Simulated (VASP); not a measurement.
# AlGa3N4 (P-42m) in VASP: notebook, part 2 of 2

VASP 6.6.1.

### Step 3. Single point, PBEsol (strain +0.025 along x and y, +0.050 along z)

Contents of INCAR:

```
SYSTEM = AlGa3N4
PREC     = Accurate       ! precision mode
ENCUT    = 520            ! plane-wave cutoff, eV
EDIFF    = 1E-6           ! SCF threshold, eV
ISMEAR   = 0              ! smearing method
SIGMA    = 0.05           ! smearing width, eV
LREAL    = .False.        ! projectors in reciprocal space
LASPH    = .True.         ! aspherical terms in the spheres
NELM     = 100            ! most SCF steps
ALGO     = Normal         ! electronic algorithm
ISIF     = 2              ! what is computed and relaxed
LWAVE    = .False.        ! write WAVECAR
LCHARG   = .False.        ! write CHGCAR
GGA      = PS             ! functional
NBANDS   = 41             ! bands
```

Contents of KPOINTS:

```
Automatic mesh
0
Gamma
  6 6 6
  0 0 0
```

Contents of POSCAR:

```
AlGa3N4
1.0
    4.5793186394      0.0000000000      0.0000000000
    0.0000000000      4.5793186394      0.0000000000
    0.0000000000      0.0000000000      4.6910093379
Al Ga N
1 3 4
Direct
    0.0000000000      0.0000000000      0.0000000000
    0.5000000000      0.5000000000      0.0000000000
    0.5000000000      0.0000000000      0.5000000000
    0.0000000000      0.5000000000      0.5000000000
    0.7550309200      0.7550309200      0.2449690800
    0.7550309200      0.2449690800      0.7550309200
    0.2449690800      0.7550309200      0.7550309200
    0.2449690800      0.2449690800      0.2449690800
```

Potentials or basis: VASP PAW PBE potentials, release 64 (Al, Ga_d, N).

The run is started by

```bash
$ cat potpaw_PBE.64/Al/POTCAR potpaw_PBE.64/Ga_d/POTCAR potpaw_PBE.64/N/POTCAR > POTCAR
$ mpirun -np 1 vasp_std > vasp.out
```

OUTCAR:

```text
SYSTEM = AlGa3N4
   PREC = Accurate
   ENCUT = 520
   EDIFF = 1E-6
   ISMEAR = 0
   LREAL = .False.
   LASPH = .True.
   NELM = 100
   ISIF = 2
   GGA = PS

 ion  position               nearest neighbor table
   1  0.000  0.000  0.000-   5 1.96   6 1.96   7 1.96   8 1.96
   2  0.500  0.500  0.000-   5 2.01   6 2.01   7 2.01   8 2.01
   3  0.500  0.000  0.500-   5 2.01   6 2.01   7 2.01   8 2.01
   4  0.000  0.500  0.500-   5 2.01   6 2.01   7 2.01   8 2.01
   5  0.755  0.755  0.245-   1 1.96   2 2.01   3 2.01   4 2.01
   6  0.755  0.245  0.755-   1 1.96   2 2.01   3 2.01   4 2.01
   7  0.245  0.755  0.755-   1 1.96   2 2.01   3 2.01   4 2.01
   8  0.245  0.245  0.245-   1 1.96   2 2.01   3 2.01   4 2.01

  LATTYP: Found a simple tetragonal cell.
 ALAT       =     4.5793186394
 C/A-ratio  =     1.0243902439

  Lattice vectors:

 A1 = (   4.5793186394,   0.0000000000,   0.0000000000)
 A2 = (   0.0000000000,   4.5793186394,   0.0000000000)
 A3 = (   0.0000000000,   0.0000000000,   4.6910093379)

Analysis of symmetry for initial positions (statically):
[... 194 lines left out ...]
  band No.  band energies     occupation
      1     -10.6150      2.00000
      2      -9.7429      2.00000
      3      -9.7392      2.00000
      4      -9.7392      2.00000
      5      -8.7733      2.00000
      6      -8.7720      2.00000
[... 1045 lines left out ...]
     40      13.4209      0.00000
     41      13.6489      0.00000

 [... further k-points ...]

------------------------ aborting loop because EDIFF is reached ----------------------------------------

  FORCE on cell =-STRESS in cart. coord.  units (eV):
  Direction    XX          YY          ZZ          XY          YZ          ZX
  --------------------------------------------------------------------------------------
  -------------------------------------------------------------------------------------
  Total       -8.7623615     -8.7623615    -10.7925350      0.0000000      0.0000000      0.0000000
  in kB     -142.7130626   -142.7130626   -175.7786087      0.0000000      0.0000000      0.0000000
  external PRESSURE =    -153.7349113 kB  Pullay stress =       0.0000000 kB

 VOLUME and BASIS-vectors are now :
 -----------------------------------------------------------------------------
  energy-cutoff  :      520.00
  volume of cell :       98.37
      direct lattice vectors                 reciprocal lattice vectors
     4.579318639  0.000000000  0.000000000     0.218373098  0.000000000  0.000000000
     0.000000000  4.579318639  0.000000000     0.000000000  0.218373098  0.000000000
     0.000000000  0.000000000  4.691009338     0.000000000  0.000000000  0.213173739

 POSITION                                       TOTAL-FORCE (eV/Angst)
 -----------------------------------------------------------------------------------
      0.00000      0.00000      0.00000         0.000000      0.000000      0.000000
      2.28966      2.28966      0.00000        -0.000000      0.000000      0.000000
      2.28966      0.00000      2.34550         0.000000      0.000000     -0.000000
      0.00000      2.28966      2.34550         0.000000      0.000000      0.000000
      3.45753      3.45753      1.14915         0.008456      0.008456      0.013425
      3.45753      1.12179      3.54186         0.008456     -0.008456     -0.013425
      1.12179      3.45753      3.54186        -0.008456      0.008456     -0.013425
      1.12179      1.12179      1.14915        -0.008456     -0.008456      0.013425
 -----------------------------------------------------------------------------------
    total drift:                                0.000000      0.000000      0.000000

  FREE ENERGIE OF THE ION-ELECTRON SYSTEM (eV)
  ---------------------------------------------------
  free  energy   TOTEN  =       -54.4716993628 eV

  energy  without entropy=      -54.4716993628  energy(sigma->0) =      -54.47169936
```

OSZICAR:

```text
N       E                     dE             d eps       ncg     rms          rms(c)
DAV:   1     0.614068366261E+03    0.61407E+03   -0.28060E+04  3705   0.246E+03
DAV:   2     0.493975719109E+02   -0.56467E+03   -0.52967E+03  3520   0.624E+02
DAV:   3    -0.539310125532E+02   -0.10333E+03   -0.10027E+03  3730   0.188E+02
DAV:   4    -0.614546100155E+02   -0.75236E+01   -0.74474E+01  4568   0.534E+01
DAV:   5    -0.616292662080E+02   -0.17466E+00   -0.17445E+00  4146   0.803E+00    0.143E+01
DAV:   6    -0.543830472584E+02    0.72462E+01   -0.23323E+01  5964   0.528E+01    0.451E+00
DAV:   7    -0.545598693677E+02   -0.17682E+00   -0.31857E+00  3864   0.104E+01    0.375E+00
DAV:   8    -0.545143406850E+02    0.45529E-01   -0.57914E-01  5299   0.649E+00    0.124E+00
DAV:   9    -0.544707851353E+02    0.43556E-01   -0.16887E-01  5084   0.500E+00    0.526E-01
DAV:  10    -0.544717126855E+02   -0.92755E-03   -0.16453E-02  4013   0.785E-01    0.262E-01
DAV:  11    -0.544716791022E+02    0.33583E-04   -0.19486E-03  4893   0.726E-01    0.278E-02
DAV:  12    -0.544716957915E+02   -0.16689E-04   -0.25193E-04  4778   0.315E-01    0.174E-02
DAV:  13    -0.544716979694E+02   -0.21779E-05   -0.40773E-05  5203   0.824E-02    0.985E-03
DAV:  14    -0.544716994774E+02   -0.15080E-05   -0.10197E-05  4141   0.250E-02    0.417E-03
DAV:  15    -0.544716993628E+02    0.11466E-06   -0.13550E-06  2872   0.165E-02
   1 F= -.54471699E+02 E0= -.54471699E+02  d E =-.440042E-11
```

Run time: 4.5 min. Hardware: 1 thread of Intel Xeon 8259CL, shared host; peak memory 0.28 GiB.

Results:

```yaml
Free_energy: -54.4717 eV
Pressure: -15.4 GPa
Largest_force: 0.018 eV/Å
Band_gap_on_the_k_mesh: 1.60 eV
```

Forces in eV/Å, atoms in the order of the input:
```
Al   0.000  0.000  0.000
Ga   0.000  0.000  0.000
Ga   0.000  0.000  0.000
Ga   0.000  0.000  0.000
N    0.008  0.008  0.013
N    0.008 -0.008 -0.013
N   -0.008  0.008 -0.013
N   -0.008 -0.008  0.013
```

Caveat: the cell differs from its parent crystal (strain +0.025 along x and y, +0.050 along z); the cell stands under tension; the PAW data sets were made with another functional, which shifts forces and pressure a little.

### Step 4. Single point, PBEsol (strain +0.050 along x and y, +0.025 along z)

Contents of INCAR:

```
PREC = Accurate
ENCUT = 520
EDIFF = 1E-6
ISMEAR = 0
SIGMA = 0.05
LREAL = False
LASPH = True
NELM = 60
ALGO = Normal
ISIF = 2
LWAVE = False
LCHARG = True
GGA = PS
LELF = True
LVHAR = True
NBANDS = 41
```

Contents of KPOINTS:

```
Automatic mesh
0
Gamma
  6 6 6
```

Edit POSCAR of step 3 so:

```diff
@@ -2,5 +2,5 @@
 1.0
-    4.5793186394      0.0000000000      0.0000000000
-    0.0000000000      4.5793186394      0.0000000000
-    0.0000000000      0.0000000000      4.6910093379
+    4.6910093379      0.0000000000      0.0000000000
+    0.0000000000      4.6910093379      0.0000000000
+    0.0000000000      0.0000000000      4.5793186394
 Al Ga N
```

The run is started by

```bash
$ cat potpaw_PBE.64/Al/POTCAR potpaw_PBE.64/Ga_d/POTCAR potpaw_PBE.64/N/POTCAR > POTCAR
$ mpirun -np 1 vasp_std > vasp.out
```

Run time: 5.3 min. Hardware: 1 thread of Intel Xeon 8259CL, shared host; peak memory 0.28 GiB.

It converged, with:

| Item | Value |
| --- | --- |
| Free energy | -54.2226 eV |
| Pressure | -18.1 GPa |
| Largest force | 0.019 eV/Å |
| Band gap on the k mesh | 1.41 eV |

Forces on the atoms (eV/Å):
```
Al   0.000  0.000  0.000
Ga   0.000  0.000  0.000
Ga   0.000  0.000  0.000
Ga   0.000  0.000  0.000
N   -0.002 -0.002 -0.019
N   -0.002  0.002  0.019
N    0.002 -0.002  0.019
N    0.002  0.002 -0.019
```

Stress tensor (GPa, compression positive):
```
-19.10   0.00   0.00
  0.00 -19.10   0.00
  0.00   0.00 -16.10
```

Levels at points of the mesh, in eV from the valence-band top:
```csv
k point,band 27,band 28,band 29,band 30,band 31,band 32,band 33,band 34,band 35,band 36
"(0.00, 0.00, 0.00)",-2.16,-2.15,-0.10,-0.10,0.00,1.41,3.12,3.24,3.24,5.52
"(0.50, 0.00, 0.00)",-2.92,-1.33,-1.28,-1.11,-1.06,4.23,4.30,5.74,5.75,6.77
"(0.50, 0.50, 0.00)",-2.68,-1.01,-0.99,-0.99,-0.71,5.55,5.69,5.69,6.70,6.75
"(0.00, 0.00, 0.50)",-2.81,-1.42,-1.42,-1.20,-1.20,4.29,4.38,5.92,5.92,6.63
"(0.50, 0.00, 0.50)",-2.81,-0.87,-0.86,-0.84,-0.58,5.63,5.74,5.77,6.80,6.80
"(0.50, 0.50, 0.50)",-0.80,-0.76,-0.64,-0.62,-0.62,3.95,3.97,3.97,5.27,8.19
```

Caveat: the cell differs from its parent crystal (strain +0.050 along x and y, +0.025 along z); the cell stands under tension; the PAW data sets were made with another functional, which shifts forces and pressure a little.

### Step 5. The runs side by side

```csv
cell,gap on the mesh (eV),pressure (GPa),largest force (eV/Å)
"a = 4.691, b = 4.691, c = 4.468 Å, 8 atoms",1.51,-15.4,0.04
"a = 4.579, b = 4.579, c = 4.691 Å, 8 atoms",1.60,-15.4,0.02
"a = 4.691, b = 4.691, c = 4.579 Å, 8 atoms",1.41,-18.1,0.02
```

Alike in all rows: task single point; level PBEsol; potentials or basis VASP PAW PBE potentials, release 64 (Al, Ga_d, N); no spin polarisation; k mesh 6 × 6 × 6; cutoff (eV) 520; smearing gaussian 0.05 eV.

Caveats: the cell stands under tension; the PAW data sets were made with another functional, which shifts forces and pressure a little.

Absolute energies hang on the potentials; compare differences alone.
